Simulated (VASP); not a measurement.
## Rb2GeBr6: relaxation of cell and atoms with PBE

The system is Rb2GeBr6.

```
Rb Ge Br
1.0
     7.38045    0.00000    0.00000
    -3.69022    6.39166    0.00000
     0.00000    0.00000    6.19958
Rb Ge Br
2 1 6
Direct
  0.33333 0.66667 0.75000
  0.66667 0.33333 0.25000
  0.00000 0.00000 0.50000
  0.83333 0.66667 0.75000
  0.33333 0.16667 0.75000
  0.83333 0.16667 0.75000
  0.16667 0.33333 0.25000
  0.66667 0.83333 0.25000
  0.16667 0.83333 0.25000
```

```
Program                : VASP 6.6.1
Task                   : relaxation of cell and atoms
Functional             : PBE
Potentials or basis    : VASP PAW PBE potentials, release 64 (Rb_sv, Ge_d, Br)
Cutoff                 : 600 eV
k mesh                 : 3 × 3 × 4
Occupations            : gaussian, width 0.1 eV
Spin                   : no spin polarisation
Dipole correction      : no
Further INCAR settings : ALGO = Normal; EDIFF = 1e-06; IBRION = 2; EDIFFG = -0.04; NSW = 90; ISIF = 3
```

The relaxed volume is 37.27 Å³/atom, the relaxed cell is a = 7.483 Å, b = 7.483 Å, c = 6.917 Å, α = 90.00°, β = 90.00°, γ = 120.00° and the space group after relaxing (to 0.1 Å) is P-3m1 (No. 164). The energy gained by relaxing is 62.0 meV/atom and the ionic steps are 21. The pressure after relaxing is 0.1 GPa and the largest force after relaxing is 0.036 eV/Å. The band gap on the k mesh is 0.90 eV.

Forces in eV/Å, atoms in the order of the input:
```
Rb   0.000  0.000 -0.036
Rb   0.000  0.000  0.036
Ge   0.000  0.000  0.000
Br   0.000  0.005  0.019
Br  -0.005 -0.003  0.019
Br   0.005 -0.003  0.019
Br   0.000 -0.005 -0.019
Br   0.005  0.003 -0.019
Br  -0.005  0.003 -0.019
```

The path:
```
step  energy change (eV)  largest force (eV/Å)  pressure (GPa)  volume (Å³)
   1              0.0000                0.8481           -0.63       292.45
   2             -0.1949                0.6113            0.16       287.04
   3             -0.2802                0.2127            1.41       281.07
   4             -0.3898                0.1064            0.89       291.78
   5             -0.4645                0.0728            0.28       309.31
   6             -0.4674                0.0749            0.17       313.25
   7             -0.4979                0.0955           -0.09       317.64
   8             -0.5050                0.1353           -0.29       321.39
   9             -0.5138                0.1076            0.19       318.37
  10             -0.5145                0.1079            0.09       318.98
  11             -0.5217                0.1003            0.10       319.92
  12             -0.5328                0.0742            0.17       322.78
  13             -0.5380                0.0752           -0.05       326.30
  14             -0.5386                0.0761           -0.16       328.30
  15             -0.5422                0.0740           -0.16       329.32
  16             -0.5489                0.0788           -0.14       332.33
  17             -0.5450                0.1122           -0.05       338.15
  18             -0.5505                0.0842           -0.11       334.02
  19             -0.5546                0.0438            0.16       333.05
  20             -0.5546                0.0443            0.15       333.05
  21             -0.5579                0.0357            0.09       335.40
```

Final structure:
```
Rb Ge Br
1.0
     7.48277    0.00000    0.00000
    -3.74139    6.48027    0.00000
     0.00000    0.00000    6.91692
Rb Ge Br
2 1 6
Cartesian
  0.0000 4.3202 4.8921
  3.7414 2.1601 2.0249
  0.0000 0.0000 3.4585
  3.7414 4.4111 4.9056
  1.7920 1.0346 4.9056
  5.6908 1.0346 4.9056
  0.0000 2.0692 2.0113
  1.9494 5.4457 2.0113
  -1.9494 5.4457 2.0113
```

Levels at points of the mesh, in eV from the valence-band top:
```csv
k point,band 33,band 34,band 35,band 36,band 37,band 38,band 39,band 40,band 41,band 42
"(0.00, 0.00, 0.00)",-0.39,-0.39,-0.03,-0.03,0.00,0.90,4.63,4.66,5.63,5.63
"(0.00, 0.00, 0.50)",-0.41,-0.41,-0.07,-0.01,-0.01,1.05,4.54,5.26,5.26,5.66
```

It took 67 min on 1 thread of Intel Xeon 8259CL (shared host), peak memory 0.55 GiB.

Caveat: an odd mesh through Γ misses points on the zone boundary, where band edges can lie.
